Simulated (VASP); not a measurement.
# Nb (Im-3m) in VASP: notebook

The runs below take Nb through single point, with PBE+U, PBEsol+U.

Everything below comes from runs of VASP 6.6.1. Logs are shortened: lines on timing, memory, paths and dates and some standing lists are left out, and cuts for length are marked.

## (1) The cell of the first run

It takes space group Im-3m (No. 229, cubic). The conventional cell has a = 3.318 Å, b = 3.318 Å, c = 3.318 Å, α = 90.00°, β = 90.00°, γ = 90.00°. Within 3.8 Å of Nb (site symmetry m-3m) lie 14 Nb at 2.87 to 3.32 Å.

## (2) Single point, PBE+U

Input file INCAR:

```
ALGO = Normal ; EDIFF = 1E-7
ENCUT = 520 ; GGA = PE
ISIF = 2 ; ISMEAR = 0
LASPH = True ; LCHARG = False
LDAU = True ; LDAUJ = 0
LDAUL = 2 ; LDAUPRINT = 1
LDAUTYPE = 2 ; LDAUU = 0.75
LMAXMIX = 4 ; LREAL = False
LWAVE = False ; NBANDS = 12
NELM = 150 ; PREC = Accurate
SIGMA = 0.1
```

Input file KPOINTS:

```
k-points
0
Gamma
  10 10 10
```

Input file POSCAR:

```
Nb
1.0
   -1.6588161896      1.6588161896      1.6588161896
    1.6588161896     -1.6588161896      1.6588161896
    1.6588161896      1.6588161896     -1.6588161896
Nb
1
Direct
    0.0000000000      0.0000000000      0.0000000000
```

Potentials or basis: VASP PAW PBE potentials, release 64 (Nb_sv).

Launch:

```
$ cat potpaw_PBE.64/Nb_sv/POTCAR > POTCAR
$ mpirun -np 1 vasp_std > vasp.out
```

OUTCAR:

```text
EDIFF = 1E-7
   ENCUT = 520
   GGA = PE
   ISIF = 2
   ISMEAR = 0
   LASPH = True
   LREAL = False
   NELM = 150
   PREC = Accurate

 ion  position               nearest neighbor table
   1  0.000  0.000  0.000-

  LATTYP: Found a body centered cubic cell.
 ALAT       =     3.3176323792

  Lattice vectors:

 A1 = (  -1.6588161896,   1.6588161896,   1.6588161896)
 A2 = (   1.6588161896,  -1.6588161896,   1.6588161896)
 A3 = (   1.6588161896,   1.6588161896,  -1.6588161896)

Analysis of symmetry for initial positions (statically):
=====================================================================
 Subroutine PRICEL returns:
 Original cell was already a primitive cell.

 Routine SETGRP: Setting up the symmetry group for a
 body centered cubic supercell.

 Subroutine GETGRP returns: Found 48 space group operations
 (whereof 48 operations were pure point group operations)
 out of a pool of 48 trial point group operations.

The static configuration has the point symmetry O_h .

Analysis of symmetry for dynamics (positions and initial velocities):
=====================================================================
 Subroutine PRICEL returns:
 Original cell was already a primitive cell.

 Routine SETGRP: Setting up the symmetry group for a
 body centered cubic supercell.

 Subroutine GETGRP returns: Found 48 space group operations
 (whereof 48 operations were pure point group operations)
 out of a pool of 48 trial point group operations.

The dynamic configuration has the point symmetry O_h .

 Subroutine INISYM returns: Found 48 space group operations
 (whereof 48 operations are pure point group operations),
 and found     1 'primitive' translations

----------------------------------------------------------------------------------------

                                     Primitive cell

  volume of cell :      18.2581

  direct lattice vectors                    reciprocal lattice vectors
    -1.658816190  1.658816190  1.658816190     0.000000000  0.301419773  0.301419773
     1.658816190 -1.658816190  1.658816190     0.301419773  0.000000000  0.301419773
     1.658816190  1.658816190 -1.658816190     0.301419773  0.301419773  0.000000000

  length of vectors
     2.873153921  2.873153921  2.873153921     0.426271932  0.426271932  0.426271932

  position of ions in fractional coordinates (direct lattice)
     0.000000000  0.000000000  0.000000000

  ion indices of the primitive-cell ions
   primitive index   ion index
                 1           1

----------------------------------------------------------------------------------------

 KPOINTS: k-points

Automatic generation of k-mesh.
 Grid dimensions read from file:
 generate k-points for:   10   10   10

 Generating k-lattice:

  Cartesian coordinates                     Fractional coordinates (reciprocal lattice)
     0.000000000  0.030141977  0.030141977     0.100000000  0.000000000  0.000000000
     0.030141977  0.000000000  0.030141977     0.000000000  0.100000000  0.000000000
     0.030141977  0.030141977  0.000000000     0.000000000  0.000000000  0.100000000

  Length of vectors
     0.042627193  0.042627193  0.042627193

  Shift w.r.t. Gamma in fractional coordinates (k-lattice)
     0.000000000  0.000000000  0.000000000

 Subroutine IBZKPT returns following result:
 ===========================================

 Found     47 irreducible k-points:

 Following reciprocal coordinates:
            Coordinates               Weight
  0.000000  0.000000  0.000000      1.000000
  0.100000  0.000000  0.000000     12.000000
  0.200000  0.000000  0.000000     12.000000
  0.300000  0.000000  0.000000     12.000000
  0.400000  0.000000  0.000000     12.000000
  0.500000  0.000000  0.000000      6.000000
[... 16 lines left out ...]
  0.300000  0.300000  0.100000      8.000000
 -0.300000  0.300000  0.100000     24.000000
 [... further k-points ...]
   k-points           NKPTS =     47   k-points in BZ     NKDIM =     47   number of bands    NBANDS=     12
   number of dos      NEDOS =    301   number of ions     NIONS =      1
   total plane-waves  NPLWV =  13824
   dimension x,y,z NGX =    24 NGY =   24 NGZ =   24
   dimension x,y,z NGXF=    48 NGYF=   48 NGZF=   48
   ions per type =               1
   NGX,Y,Z   is equivalent  to a cutoff of  13.89, 13.89, 13.89 a.u.
   NGXF,Y,Z  is equivalent  to a cutoff of  27.77, 27.77, 27.77 a.u.
 SYSTEM =  unknown system
   PREC   = accura    normal or accurate (medium, high low for compatibility)
   ISTART =      0    job   : 0-new  1-cont  2-samecut
   ICHARG =      2    charge: 1-file 2-atom 10-const
   ISPIN  =      1    spin polarized calculation?
   LNONCOLLINEAR =      F non collinear calculations
   LSORBIT =      F    spin-orbit coupling
   LASPH  =      T    aspherical Exc in radial PAW
   ENCUT  =  520.0 eV  38.22 Ry    6.18 a.u.   5.34  5.34  5.34*2*pi/ulx,y,z
   NELM   =    150;   NELMIN=  2; NELMDL= -5     # of ELM steps
   EDIFF  = 0.1E-06   stopping-criterion for ELM
   LREAL  =      F    real-space projection
   EDIFFG = 0.1E-05   stopping-criterion for IOM
   NSW    =      0    number of steps for IOM
   IBRION =     -1    ionic relax: 0-MD 1-quasi-New 2-CG
   NFREE  =      0    steps in history (QN), initial steepest desc. (CG)
   ISIF   =      2    stress and relaxation
   ISYM   =      2    0-nonsym 1-usesym 2-fastsym
   POTIM  = 0.5000    time-step for ionic-motion
   TEBEG  =    0.0;   TEEND  =   0.0 temperature during run
   PSTRESS=    0.0 pullay stress
   NELECT =      13.0000    total number of electrons
   NUPDOWN=      -1.0000    fix difference up-down
   EMIN   =  10.00;   EMAX   =-10.00  energy-range for DOS
   EFERMI =   0.00;   METHOD = LEGACY
   ISMEAR =     0;   SIGMA  =   0.10  broadening in eV -4-tet -1-fermi 0-gaus
   EFERMI_NEDOS =   21; number of points for ismear=-14 and -15
   IALGO  =     38    algorithm
   IMIX   =      4    mixing-type and parameters
     AMIX     =   0.40;   BMIX     =  1.00
     AMIX_MAG =   1.60;   BMIX_MAG =  1.00
  volume/ion in A,a.u.               =      18.26       123.21
  Fermi-wavevector in a.u.,A,eV,Ry     =   1.461855  2.762506 29.075930  2.137021
  Thomas-Fermi vector in A             =   2.578137
   LORBIT       =      0    0 simple, 1 ext, 2 COOP (PROOUT), +10 PAW based schemes
 LDA+U is selected, type is set to LDAUTYPE =  2
   angular momentum for each species LDAUL =     2
   U (eV)           for each species LDAUU =   0.8
   J (eV)           for each species LDAUJ =   0.0
   GGA     = PE    functional components
   LHFCALC =     F    Hartree Fock is set to
   AEXX    =    0.0000 exact exchange contribution
   IVDW    =     0    specifies the selected vdW correction
   LEPSILON=     F    determine dielectric tensor
   LRPA    =     F    only Hartree local field effects (RPA)
 non-spin polarized calculation
 Gauss-broadening in eV      SIGMA  =   0.10
  energy-cutoff  :      520.00
  volume of cell :       18.26
 maximum number of plane-waves:       531
 NGX is ok and might be reduce to    24
   NGX = 11   NGY = 11   NGZ = 11

atom =   1  type =  1  l = 2

 onsite density matrix

spin component  1

  0.2768  0.0000  0.0000  0.0000  0.0000
  0.0000  0.2768  0.0000  0.0000 -0.0000
  0.0000  0.0000  0.2008 -0.0000 -0.0000
  0.0000  0.0000 -0.0000  0.2768 -0.0000
  0.0000 -0.0000 -0.0000 -0.0000  0.2008

spin component  2

  0.2768  0.0000  0.0000  0.0000  0.0000
  0.0000  0.2768  0.0000  0.0000 -0.0000
  0.0000  0.0000  0.2008 -0.0000 -0.0000
  0.0000  0.0000 -0.0000  0.2768 -0.0000
  0.0000 -0.0000 -0.0000 -0.0000  0.2008

 occupancies and eigenvectors

  o =  0.2008  v =  0.0000 -0.0000 -0.9996 -0.0000  0.0285  0.0000  0.0000  0.0000  0.0000  0.0000      0.0000  0.0000  0.0000  0.0000  0.0000  0.0000  0.0000  0.0000  0.0000  0.0000
  o =  0.2008  v =  0.0000  0.0000  0.0000  0.0000  0.0000  0.0000 -0.0000 -0.9996 -0.0000  0.0285      0.0000  0.0000  0.0000  0.0000  0.0000  0.0000  0.0000  0.0000  0.0000  0.0000
  o =  0.2008  v =  0.0000  0.0000  0.0285  0.0000  0.9996  0.0000  0.0000  0.0000  0.0000  0.0000      0.0000  0.0000  0.0000  0.0000  0.0000  0.0000  0.0000  0.0000  0.0000  0.0000
  o =  0.2008  v =  0.0000  0.0000  0.0000  0.0000  0.0000  0.0000  0.0000  0.0285  0.0000  0.9996      0.0000  0.0000  0.0000  0.0000  0.0000  0.0000  0.0000  0.0000  0.0000  0.0000
  o =  0.2768  v =  0.0000 -1.0000  0.0000  0.0098  0.0000  0.0000  0.0000  0.0000  0.0000  0.0000      0.0000  0.0000  0.0000  0.0000  0.0000  0.0000  0.0000  0.0000  0.0000  0.0000
  o =  0.2768  v =  0.0000  0.0000  0.0000  0.0000  0.0000  1.0000  0.0000  0.0000  0.0000  0.0000      0.0000  0.0000  0.0000  0.0000  0.0000  0.0000  0.0000  0.0000  0.0000  0.0000
  o =  0.2768  v =  0.0000  0.0000  0.0000  0.0000  0.0000  0.0000 -1.0000  0.0000  0.0098  0.0000      0.0000  0.0000  0.0000  0.0000  0.0000  0.0000  0.0000  0.0000  0.0000  0.0000
  o =  0.2768  v =  1.0000  0.0000  0.0000  0.0000  0.0000  0.0000  0.0000  0.0000  0.0000  0.0000      0.0000  0.0000  0.0000  0.0000  0.0000  0.0000  0.0000  0.0000  0.0000  0.0000
  o =  0.2768  v =  0.0000 -0.0098  0.0000 -1.0000  0.0000  0.0000  0.0000  0.0000  0.0000  0.0000      0.0000  0.0000  0.0000  0.0000  0.0000  0.0000  0.0000  0.0000  0.0000  0.0000
  o =  0.2768  v =  0.0000  0.0000  0.0000  0.0000  0.0000  0.0000 -0.0098  0.0000 -1.0000  0.0000      0.0000  0.0000  0.0000  0.0000  0.0000  0.0000  0.0000  0.0000  0.0000  0.0000

 number of electron      12.9999999 magnetization

 Free energy of the ion-electron system (eV)
  ---------------------------------------------------
  ext. energy  EPLUGINS =         0.00000000
  ---------------------------------------------------
  free energy    TOTEN  =        -9.49913958 eV

  energy without entropy =       -9.49011391  energy(sigma->0) =       -9.49462675

 E-fermi :  11.0961     XC(G=0): -12.4375

 val. band max:       11.0835979697   @ k =   0.2000   0.0000   0.0000
 cond. band min:      11.1174378784   @ k =  -0.2000   0.2000   0.2000
 fundamental gap:      0.0338399087
 Fermi energy:        11.0960832763

 k-point     1 :       0.0000    0.0000    0.0000
  band No.  band energies     occupation
      1     -43.4361      2.00000
      2     -18.7578      2.00000
      3     -18.7578      2.00000
      4     -18.7578      2.00000
      5       5.0579      2.00000
      6      11.4738      0.00000
      7      11.4738      0.00000
      8      11.4738      0.00000
      9      14.3893      0.00000
     10      14.3893      0.00000
     11      25.1696      0.00000
     12      25.1696      0.00000

 k-point     2 :       0.1000    0.0000    0.0000
  band No.  band energies     occupation
      1     -43.4144      2.00000
      2     -18.8905      2.00000
      3     -18.7982      2.00000
      4     -18.7587      2.00000
      5       5.4571      2.00000
      6      11.2316      0.05524
      7      11.3998      0.00002
      8      11.8593      0.00000
      9      14.0555      0.00000
     10      14.3929      0.00000
     11      25.4763      0.00000
     12      25.8655      0.00000

 k-point     3 :       0.2000    0.0000    0.0000
  band No.  band energies     occupation
      1     -43.3571      2.00000
      2     -19.2282      2.00000
      3     -18.9029      2.00000
      4     -18.7615      2.00000
      5       6.4674      2.00000
      6      10.6637      2.00000
      7      11.0836      1.14015
      8      12.9678      0.00000
      9      13.7805      0.00000
     10      14.4566      0.00000
     11      25.7044      0.00000
     12      27.1394      0.00000
[... 286 lines left out ...]
 k-point    23 :       0.3000    0.3000    0.1000
  band No.  band energies     occupation
      1     -43.1855      2.00000
      2     -19.5877      2.00000
      3     -19.5877      2.00000
      4     -19.0406      2.00000
      5       9.0528      2.00000
      6      10.3138      2.00000
      7      10.3138      2.00000
      8      15.0483      0.00000
      9      15.0483      0.00000
     10      20.6389      0.00000
     11      22.0041      0.00000
     12      22.0041      0.00000

 k-point    24 :      -0.3000    0.3000    0.1000
  band No.  band energies     occupation
      1     -43.2679      2.00000
      2     -19.6095      2.00000
      3     -19.0749      2.00000
      4     -18.8612      2.00000
      5       7.7211      2.00000
      6      10.4391      2.00000
      7      10.7981      1.99997
      8      13.1817      0.00000
      9      14.5062      0.00000
     10      15.3015      0.00000
     11      24.7523      0.00000
     12      26.5714      0.00000

 [... further k-points ...]
[... 5 lines left out ...]
  --------------------------------------------------------------------------------------
  -------------------------------------------------------------------------------------
  Total        0.1158093      0.1158093      0.1158093      0.0000000      0.0000000      0.0000000
  in kB       10.1624679     10.1624679     10.1624679      0.0000000      0.0000000      0.0000000
  external PRESSURE =      10.1624679 kB  Pullay stress =       0.0000000 kB

 VOLUME and BASIS-vectors are now :
 -----------------------------------------------------------------------------
  energy-cutoff  :      520.00
  volume of cell :       18.26
      direct lattice vectors                 reciprocal lattice vectors
    -1.658816190  1.658816190  1.658816190     0.000000000  0.301419773  0.301419773
     1.658816190 -1.658816190  1.658816190     0.301419773  0.000000000  0.301419773
     1.658816190  1.658816190 -1.658816190     0.301419773  0.301419773  0.000000000

 POSITION                                       TOTAL-FORCE (eV/Angst)
 -----------------------------------------------------------------------------------
      0.00000      0.00000      0.00000        -0.000000     -0.000000     -0.000000
 -----------------------------------------------------------------------------------
    total drift:                                0.000000      0.000000      0.000000

  FREE ENERGIE OF THE ION-ELECTRON SYSTEM (eV)
  ---------------------------------------------------
  free  energy   TOTEN  =        -9.4991395832 eV

  energy  without entropy=       -9.4901139140  energy(sigma->0) =       -9.49462675
```

Run time: 16 s. Hardware: 1 thread of AMD EPYC 7R13, shared host; peak memory 0.11 GiB.

Results:

```yaml
Free_energy: -9.4991 eV
Pressure: 1.0 GPa
Band_gap_on_the_k_mesh: zero (an odd number of electrons rules out a gap without spin polarisation)
```

Levels at points of the mesh, in eV from the Fermi level:
```tsv
k point	band 4	band 5	band 6	band 7	band 8	band 9
(0.00, 0.00, 0.00)	-29.85	-6.04	0.38	0.38	0.38	3.29
(0.50, 0.00, 0.00)	-29.87	-3.70	-1.62	2.10	3.30	4.00
(0.50, 0.50, 0.50)	-30.74	-3.63	-3.63	5.53	5.53	5.53
```

Eigenvalues of the final occupation matrices:
```csv
site,spin,trace,eigenvalues
site 1 d,1,1.23,0.20 0.20 0.28 0.28 0.28
site 1 d,2,1.23,0.20 0.20 0.28 0.28 0.28
```

Caveat: U without spin polarisation on a metal has little footing; the U is typed as a test and isn't derived for this compound.

## (3) Single point, PBE+U

Input file INCAR:

```
PREC     = Accurate       # precision mode
ENCUT    = 520            # plane-wave cutoff, eV
EDIFF    = 1E-7           # SCF threshold, eV
ISMEAR   = -5             # smearing method
SIGMA    = 0.1            # smearing width, eV
LREAL    = F              # projectors in reciprocal space
LASPH    = T              # aspherical terms in the spheres
NELM     = 150            # most SCF steps
ALGO     = Normal         # electronic algorithm
ISIF     = 2              # what is computed and relaxed
LWAVE    = F              # write WAVECAR
LCHARG   = T              # write CHGCAR
LMAXMIX  = 4              # l up to which the mixer works
LDAU     = T              # DFT+U
LDAUTYPE = 2            
LDAUL    = 2              # shell
LDAUU    = 8.3            # U, eV
LDAUJ    = 0            
LDAUPRINT= 1            
GGA      = PE             # functional
LELF     = T              # ELF
LVHAR    = T            
NBANDS   = 12             # bands
```

Input file KPOINTS:

```
Automatic mesh
0
Gamma
  10 10 10
```

POSCAR is that of step 2.

Potentials or basis: VASP PAW PBE potentials, release 64 (Nb_sv).

Launch:

```
$ cat potpaw_PBE.64/Nb_sv/POTCAR > POTCAR
$ mpirun -np 1 vasp_std > vasp.out
```

Wall time 23 s (1 thread of AMD EPYC 7R13, shared host); peak memory 0.11 GiB.

Results (log left out):

```yaml
Free_energy: -3.1791 eV
Pressure: 24.0 GPa
Band_gap_on_the_k_mesh: zero (an odd number of electrons rules out a gap without spin polarisation)
```

Levels at points of the mesh, in eV from the Fermi level:
| k point | band 3 | band 4 | band 5 | band 6 | band 7 | band 8 | band 9 | band 10 |
| --- | --- | --- | --- | --- | --- | --- | --- | --- |
| (0.00, 0.00, 0.00) | -31.35 | -31.35 | -7.04 | 0.78 | 0.78 | 0.78 | 4.16 | 4.16 |
| (0.50, 0.00, 0.00) | -31.75 | -31.36 | -3.85 | -1.36 | 1.14 | 4.03 | 5.01 | 6.92 |
| (0.50, 0.50, 0.50) | -32.21 | -32.21 | -3.33 | -3.33 | 6.12 | 6.12 | 6.12 | 7.84 |

Eigenvalues of the final occupation matrices:
```tsv
site	spin	trace	eigenvalues
site 1 d	1	0.94	0.14 0.14 0.22 0.22 0.22
site 1 d	2	0.94	0.14 0.14 0.22 0.22 0.22
```

Caveat: the cell stands under pressure; U without spin polarisation on a metal has little footing; the U is typed as a test and isn't derived for this compound; tetrahedron occupations give inexact forces and stress in metals.

## (4) Single point, PBEsol+U

Input file INCAR:

```
SYSTEM = Nb
  ALGO = Normal
  EDIFF = 1E-6
  ENCUT = 520
  GGA = PS
  ISIF = 2
  ISMEAR = 0
  LASPH = .TRUE.
  LCHARG = .TRUE.
  LDAU = .TRUE.
  LDAUJ = 1.1
  LDAUL = 2
  LDAUPRINT = 1
  LDAUTYPE = 1
  LDAUU = 8
  LELF = .TRUE.
  LMAXMIX = 4
  LREAL = .FALSE.
  LVHAR = .TRUE.
  LWAVE = .FALSE.
  NBANDS = 12
  NELECT = 12.9
  NELM = 150
  PREC = Accurate
  SIGMA = 0.1
```

Input file KPOINTS:

```
k-points
0
G
  10 10 10
  0 0 0
```

POSCAR is that of step 3.

Launch:

```
$ cat potpaw_PBE.64/Nb_sv/POTCAR > POTCAR
$ mpirun -np 1 vasp_std > vasp.out
```

It took 20 s on 1 thread of AMD EPYC 7R13, shared host; peak memory 0.11 GiB.

Results (log left out):

```yaml
Free_energy: -6.1535 eV
```

Levels at points of the mesh, in eV from the Fermi level:
```csv
k point,band 3,band 4,band 5,band 6,band 7,band 8,band 9,band 10
"(0.00, 0.00, 0.00)",-30.98,-30.98,-6.74,0.76,0.76,0.76,4.02,4.02
"(0.50, 0.00, 0.00)",-31.38,-30.99,-3.73,-1.34,1.44,3.93,4.83,6.87
"(0.50, 0.50, 0.50)",-31.85,-31.85,-3.31,-3.31,6.08,6.08,6.08,8.11
```

Eigenvalues of the final occupation matrices:
```tsv
site	spin	trace	eigenvalues
site 1 d	1	0.96	0.15 0.15 0.22 0.22 0.22
site 1 d	2	0.96	0.15 0.15 0.22 0.22 0.22
```

Caveat: the cell carries a net charge on a neutralising background, which shifts energy and pressure; the cell is charged against a uniform background, so pressure and absolute levels hang on convention; the PAW data sets were made with another functional, which shifts forces and pressure a little; U without spin polarisation on a metal has little footing; the U is typed as a test and isn't derived for this compound.
